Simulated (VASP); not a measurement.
# Y in VASP: single point with PBE

Aim: the single point of Y with PBE.

All numbers are computed with VASP 6.6.1; they aren't measurements. Logs are shortened: lines on timing, memory, paths and dates and some standing lists are left out, and cuts for length are marked.

## (1) The cell of the first run

The cell holds a slab with vacuum, 5 atoms: a = 3.651 Å, b = 3.651 Å, c = 31.495 Å, α = 90.00°, β = 90.00°, γ = 120.00°.

## (2) Single point, PBE

The input, INCAR:

```
  PREC = Accurate
  ENCUT = 520
  EDIFF = 1E-7
  ISMEAR = 0
  SIGMA = 0.1
  LREAL = False
  LASPH = True
  NELM = 80
  ALGO = Normal
  ISIF = 2
  LWAVE = False
  LCHARG = False
  LDIPOL = True
  IDIPOL = 3
  DIPOL = 0.5 0.5 0.499
  GGA = PE
  NBANDS = 36
```

The input, KPOINTS:

```
Automatic mesh
0
Gamma
  9 9 1
```

The input, POSCAR:

```
Y
1.0
    3.6514992378      0.0000000000      0.0000000000
   -1.8257496189      3.1622911019      0.0000000000
    0.0000000000      0.0000000000     31.4948001707
Y
5
Direct
    0.6666666667      0.3333333333      0.3175127305
    0.3333333333      0.6666666667      0.4087563700
    0.6666666667      0.3333333333      0.4997782747
    0.3333333333      0.6666666667      0.5907834779
    0.6666666667      0.3333333333      0.6788132543
```

Potentials or basis: VASP PAW PBE potentials, release 64 (Y_sv).

Started as:

```console
$ cat potpaw_PBE.64/Y_sv/POTCAR > POTCAR
$ mpirun -np 1 vasp_std > vasp.out
```

OUTCAR:

```text
PREC = Accurate
   ENCUT = 520
   EDIFF = 1E-7
   ISMEAR = 0
   LREAL = False
   LASPH = True
   NELM = 80
   ISIF = 2
   GGA = PE

 ion  position               nearest neighbor table
   1  0.667  0.333  0.318-   2 3.56   2 3.56   2 3.56
   2  0.333  0.667  0.409-   3 3.56   3 3.56   3 3.56   1 3.56   1 3.56   1 3.56
   3  0.667  0.333  0.500-   4 3.56   4 3.56   4 3.56   2 3.56   2 3.56   2 3.56
   4  0.333  0.667  0.591-   5 3.48   5 3.48   5 3.48   3 3.56   3 3.56   3 3.56
   5  0.667  0.333  0.679-   4 3.48   4 3.48   4 3.48

  LATTYP: Found a hexagonal cell.
 ALAT       =     3.6514992378
 C/A-ratio  =     8.6251695864

  Lattice vectors:

 A1 = (   3.6514992378,   0.0000000000,   0.0000000000)
 A2 = (  -1.8257496189,   3.1622911019,   0.0000000000)
 A3 = (   0.0000000000,   0.0000000000,  31.4948001707)

Analysis of symmetry for initial positions (statically):
=====================================================================
 Subroutine PRICEL returns:
 Original cell was already a primitive cell.

 Routine SETGRP: Setting up the symmetry group for a
 hexagonal supercell.

 Subroutine GETGRP returns: Found  6 space group operations
 (whereof  6 operations were pure point group operations)
 out of a pool of 24 trial point group operations.

The static configuration has the point symmetry C_3v.

Analysis of symmetry for dynamics (positions and initial velocities):
=====================================================================
 Subroutine PRICEL returns:
 Original cell was already a primitive cell.

 Routine SETGRP: Setting up the symmetry group for a
 hexagonal supercell.

 Subroutine GETGRP returns: Found  6 space group operations
 (whereof  6 operations were pure point group operations)
 out of a pool of 24 trial point group operations.

The dynamic configuration has the point symmetry C_3v.

 Subroutine INISYM returns: Found  6 space group operations
 (whereof  6 operations are pure point group operations),
 and found     1 'primitive' translations

----------------------------------------------------------------------------------------

                                     Primitive cell

  volume of cell :     363.6737

  direct lattice vectors                    reciprocal lattice vectors
     3.651499238  0.000000000  0.000000000     0.273860115  0.158113211  0.000000000
    -1.825749619  3.162291102  0.000000000     0.000000000  0.316226422  0.000000000
     0.000000000  0.000000000 31.494800171     0.000000000  0.000000000  0.031751273

  length of vectors
     3.651499238  3.651499238 31.494800171     0.316226422  0.316226422  0.031751273

  position of ions in fractional coordinates (direct lattice)
     0.666666667  0.333333333  0.317512730
     0.333333333  0.666666667  0.408756370
     0.666666667  0.333333333  0.499778275
     0.333333333  0.666666667  0.590783478
     0.666666667  0.333333333  0.678813254

  ion indices of the primitive-cell ions
   primitive index   ion index
                 1           1
                 2           2
                 3           3
                 4           4
                 5           5

----------------------------------------------------------------------------------------

 KPOINTS: Automatic mesh

Automatic generation of k-mesh.
 Grid dimensions read from file:
 generate k-points for:    9    9    1

 Generating k-lattice:

  Cartesian coordinates                     Fractional coordinates (reciprocal lattice)
     0.030428902  0.017568135  0.000000000     0.111111111  0.000000000  0.000000000
     0.000000000  0.035136269  0.000000000     0.000000000  0.111111111  0.000000000
     0.000000000  0.000000000  0.031751273     0.000000000  0.000000000  1.000000000

  Length of vectors
     0.035136269  0.035136269  0.031751273

  Shift w.r.t. Gamma in fractional coordinates (k-lattice)
     0.000000000  0.000000000  0.000000000

 Subroutine IBZKPT returns following result:
 ===========================================

 Found     12 irreducible k-points:

 Following reciprocal coordinates:
            Coordinates               Weight
  0.000000  0.000000  0.000000      1.000000
  0.111111  0.000000  0.000000      6.000000
  0.222222 -0.000000  0.000000      6.000000
  0.333333  0.000000  0.000000      6.000000
  0.444444 -0.000000  0.000000      6.000000
  0.111111  0.111111  0.000000      6.000000
  0.222222  0.111111  0.000000     12.000000
  0.333333  0.111111  0.000000     12.000000
  0.444444  0.111111  0.000000      6.000000
  0.222222  0.222222  0.000000      6.000000
  0.333333  0.222222  0.000000     12.000000
  0.333333  0.333333  0.000000      2.000000
   k-points           NKPTS =     12   k-points in BZ     NKDIM =     12   number of bands    NBANDS=     36
   number of dos      NEDOS =    301   number of ions     NIONS =      5
   total plane-waves  NPLWV = 188160
   dimension x,y,z NGX =    28 NGY =   28 NGZ =  240
   dimension x,y,z NGXF=    56 NGYF=   56 NGZF=  480
   ions per type =               5
   NGX,Y,Z   is equivalent  to a cutoff of  12.75, 12.75, 12.67 a.u.
   NGXF,Y,Z  is equivalent  to a cutoff of  25.50, 25.50, 25.34 a.u.
 SYSTEM =  unknown system
   PREC   = accura    normal or accurate (medium, high low for compatibility)
   ISTART =      0    job   : 0-new  1-cont  2-samecut
   ICHARG =      2    charge: 1-file 2-atom 10-const
   ISPIN  =      1    spin polarized calculation?
   LNONCOLLINEAR =      F non collinear calculations
   LSORBIT =      F    spin-orbit coupling
   LASPH  =      T    aspherical Exc in radial PAW
   ENCUT  =  520.0 eV  38.22 Ry    6.18 a.u.   6.79  6.79 58.56*2*pi/ulx,y,z
   NELM   =     80;   NELMIN=  2; NELMDL= -5     # of ELM steps
   EDIFF  = 0.1E-06   stopping-criterion for ELM
   LREAL  =      F    real-space projection
   EDIFFG = 0.1E-05   stopping-criterion for IOM
   NSW    =      0    number of steps for IOM
   IBRION =     -1    ionic relax: 0-MD 1-quasi-New 2-CG
   NFREE  =      0    steps in history (QN), initial steepest desc. (CG)
   ISIF   =      2    stress and relaxation
   ISYM   =      2    0-nonsym 1-usesym 2-fastsym
   POTIM  = 0.5000    time-step for ionic-motion
   TEBEG  =    0.0;   TEEND  =   0.0 temperature during run
   PSTRESS=    0.0 pullay stress
   NELECT =      55.0000    total number of electrons
   NUPDOWN=      -1.0000    fix difference up-down
   EMIN   =  10.00;   EMAX   =-10.00  energy-range for DOS
   EFERMI =   0.00;   METHOD = LEGACY
   ISMEAR =     0;   SIGMA  =   0.10  broadening in eV -4-tet -1-fermi 0-gaus
   EFERMI_NEDOS =   21; number of points for ismear=-14 and -15
   IALGO  =     38    algorithm
   IMIX   =      4    mixing-type and parameters
     AMIX     =   0.40;   BMIX     =  1.00
     AMIX_MAG =   1.60;   BMIX_MAG =  1.00
  volume/ion in A,a.u.               =      72.73       490.84
  Fermi-wavevector in a.u.,A,eV,Ry     =   0.872218  1.648253 10.350828  0.760764
  Thomas-Fermi vector in A             =   1.991436
   LORBIT       =      0    0 simple, 1 ext, 2 COOP (PROOUT), +10 PAW based schemes
   GGA     = PE    functional components
   LHFCALC =     F    Hartree Fock is set to
   AEXX    =    0.0000 exact exchange contribution
   IVDW    =     0    specifies the selected vdW correction
   LEPSILON=     F    determine dielectric tensor
   LRPA    =     F    only Hartree local field effects (RPA)
 non-spin polarized calculation
 Gauss-broadening in eV      SIGMA  =   0.10
  energy-cutoff  :      520.00
  volume of cell :      363.67
 maximum number of plane-waves:      9846
 NGX is ok and might be reduce to    28
   NGX = 13   NGY = 13   NGZ =117

 dipolmoment           0.000000      0.000000      0.001359 electrons x Angstroem

 number of electron      55.0000002 magnetization

 dipolmoment           0.000000      0.000000     -0.001498 electrons x Angstroem

 Free energy of the ion-electron system (eV)
  ---------------------------------------------------
  ext. energy  EPLUGINS =         0.00000000
  ---------------------------------------------------
  free energy    TOTEN  =       -30.73163691 eV

  energy without entropy =      -30.65868432  energy(sigma->0) =      -30.69516061

 E-fermi :  -0.2997     XC(G=0):  -4.8619

 val. band max:       -0.3069828965   @ k =   0.2222   0.2222   0.0000
 cond. band min:      -0.2972448318   @ k =   0.3333   0.3333   0.0000
 fundamental gap:      0.0097380648
 Fermi energy:        -0.2997177325

 k-point     1 :       0.0000    0.0000    0.0000
  band No.  band energies     occupation
      1     -43.4890      2.00000
      2     -43.4103      2.00000
      3     -42.9966      2.00000
      4     -42.8886      2.00000
      5     -42.8119      2.00000
      6     -23.5507      2.00000
[... 28 lines left out ...]
     35       1.3802      0.00000
     36       1.3802      0.00000

 k-point     2 :       0.1111    0.0000    0.0000
  band No.  band energies     occupation
      1     -43.4851      2.00000
      2     -43.4063      2.00000
      3     -42.9922      2.00000
      4     -42.8850      2.00000
      5     -42.8083      2.00000
      6     -23.5425      2.00000
[... 28 lines left out ...]
     35       1.4540      0.00000
     36       1.4753      0.00000

 k-point     3 :       0.2222   -0.0000    0.0000
  band No.  band energies     occupation
      1     -43.4751      2.00000
      2     -43.3963      2.00000
      3     -42.9810      2.00000
      4     -42.8759      2.00000
      5     -42.7989      2.00000
      6     -23.5224      2.00000
[... 28 lines left out ...]
     35       1.3639      0.00000
     36       1.7323      0.00000
[... 274 lines left out ...]
 k-point    11 :       0.3333    0.2222    0.0000
  band No.  band energies     occupation
      1     -43.4532      2.00000
      2     -43.3739      2.00000
      3     -42.9560      2.00000
      4     -42.8558      2.00000
      5     -42.7782      2.00000
      6     -23.5531      2.00000
[... 28 lines left out ...]
     35       0.8009      0.00000
     36       0.9085      0.00000

 k-point    12 :       0.3333    0.3333    0.0000
  band No.  band energies     occupation
      1     -43.4512      2.00000
      2     -43.3719      2.00000
      3     -42.9537      2.00000
      4     -42.8540      2.00000
      5     -42.7764      2.00000
      6     -23.5046      2.00000
[... 28 lines left out ...]
     35       0.5567      0.00000
     36       0.6467      0.00000

------------------------ aborting loop because EDIFF is reached ----------------------------------------

 vacuum level on the upper side and lower side of the slab       (xc-potential included)        -0.117        -0.133

  FORCE on cell =-STRESS in cart. coord.  units (eV):
  Direction    XX          YY          ZZ          XY          YZ          ZX
  --------------------------------------------------------------------------------------
  -------------------------------------------------------------------------------------
  Total       -1.4831095     -1.4831095     -0.6999176      0.0000000      0.0000000      0.0000000
  in kB       -6.5338908     -6.5338908     -3.0835117      0.0000000      0.0000000      0.0000000
  external PRESSURE =      -5.3837644 kB  Pullay stress =       0.0000000 kB

 VOLUME and BASIS-vectors are now :
 -----------------------------------------------------------------------------
  energy-cutoff  :      520.00
  volume of cell :      363.67
      direct lattice vectors                 reciprocal lattice vectors
     3.651499238  0.000000000  0.000000000     0.273860115  0.158113211  0.000000000
    -1.825749619  3.162291102  0.000000000     0.000000000  0.316226422  0.000000000
     0.000000000  0.000000000 31.494800171     0.000000000  0.000000000  0.031751273

 POSITION                                       TOTAL-FORCE (eV/Angst)
 -----------------------------------------------------------------------------------
      1.82575      1.05410     10.00000        -0.000000      0.000000      0.199234
     -0.00000      2.10819     12.87370        -0.000000     -0.000000     -0.188000
      1.82575      1.05410     15.74042        -0.000000      0.000000     -0.004226
     -0.00000      2.10819     18.60661         0.000000     -0.000000      0.009054
      1.82575      1.05410     21.37909         0.000000     -0.000000     -0.016062
 -----------------------------------------------------------------------------------
    total drift:                               -0.000000      0.000000     -0.000044

  FREE ENERGIE OF THE ION-ELECTRON SYSTEM (eV)
  ---------------------------------------------------
  free  energy   TOTEN  =       -30.7316369102 eV

  energy  without entropy=      -30.6586843183  energy(sigma->0) =      -30.69516061

 vacuum level on the upper side and lower side of the slab         2.847         2.821
```

It took 37 min on 1 thread of AMD EPYC 7R13, shared host; peak memory 0.48 GiB.

Results:

```yaml
Free_energy: -30.7316 eV
Largest_force: 0.199 eV/Å
```

Forces on the atoms (eV/Å):
```
Y    0.000  0.000  0.199
Y    0.000  0.000 -0.188
Y    0.000  0.000 -0.004
Y    0.000  0.000  0.009
Y    0.000  0.000 -0.016
```
